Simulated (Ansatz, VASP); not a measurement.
One calculation of HfO2, two programs

```xyz
6
Lattice="3.5768 0.0000 0.0000 0.0000 3.5768 0.0000 0.0000 0.0000 4.6174" Properties=species:S:1:pos:R:3 pbc="T T T"
Hf    1.7884    1.7884    2.3087
Hf    0.0000    0.0000    0.0000
O     0.0000    1.7884    3.2144
O     1.7884    0.0000    3.7116
O     1.7884    0.0000    1.4029
O     0.0000    1.7884    0.9058
```

Change from the starting cell: strain -0.1125 x Voigt [0, 0, 1, 0, 0, 0], atoms carried along.

Alike in both runs: task single point; functional r2SCAN; k mesh 6 × 6 × 6; occupations gaussian, width 0.05 eV; no spin polarisation.

```csv
,VASP,Ansatz
version,VASP 6.6.1,Ansatz 0.2.0
potentials or method,"VASP PAW PBE potentials, release 64 (Hf_pv, O), cutoff 520 eV","scalar-relativistic, plane waves, PAW"
valence electrons in the cell,44,76
```

```csv
,VASP,Ansatz,Ansatz less VASP
gap on the k mesh at the Fermi level (eV),3.70,3.73,+0.026
least direct gap on the mesh (eV),3.74,3.76,+0.020
pressure (GPa),32.4,36.8,+4.40
"traceless stress, the component that is largest in VASP (GPa)",34.33,33.52,-0.807
rms of the force components (eV/Å),0.369,0.384,+0.0150
```

VASP's potentials were made for PBE, not for r2SCAN. Atom by atom the forces differ by 0.015 eV/Å (rms over components). The pressures are high and differ by over a tenth, so treat them with care. VASP's potentials hold 44 valence electrons a cell and Ansatz's 76, so a difference there can come from the potentials and not from the codes.

Spin-orbit coupling is off throughout.
